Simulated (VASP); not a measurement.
Here is a VASP 6.6.1 calculation.

INCAR

```
SYSTEM = NaF
ALGO = Normal ; EDIFF = 1E-7
EDIFFG = -0.002 ; ENCUT = 600
GGA = PS ; IBRION = 2
ISIF = 3 ; ISMEAR = 0
LASPH = .True. ; LCHARG = .False.
LREAL = .False. ; LWAVE = .False.
NELM = 80 ; NSW = 100
PREC = Accurate ; PSTRESS = 40.0
SIGMA = 0.01
```

File KPOINTS:

```
k-points
0
Gamma
  8 8 8
  0 0 0
```

Contents of POSCAR:

```
NaF
1.0
    0.0000000000      2.3151034937      2.3151034937
    2.3151034937      0.0000000000      2.3151034937
    2.3151034937      2.3151034937      0.0000000000
Na F
1 1
Direct
    0.0000000000      0.0000000000      0.0000000000
    0.5000000000      0.5000000000      0.5000000000
```

Potentials or basis: VASP PAW PBE potentials, release 64 (Na_pv, F).

The run is started by

```console
$ cat potpaw_PBE.64/Na_pv/POTCAR potpaw_PBE.64/F/POTCAR > POTCAR
$ mpirun -np 1 vasp_std > vasp.out
```

(1) Predict the relaxed volume.

(2) What does it give for the band gap on the k mesh?

(3) Estimate the space group after relaxing (to 0.05 Å).

Results:

(1) 11.54 Å³/atom.

(2) 6.57 eV, direct.

(3) Fm-3m (No. 225).

Caveat: the cell is relaxed towards a set pressure, so the enthalpy falls and the energy may rise; the PAW data sets were made with another functional, which shifts forces and pressure a little.
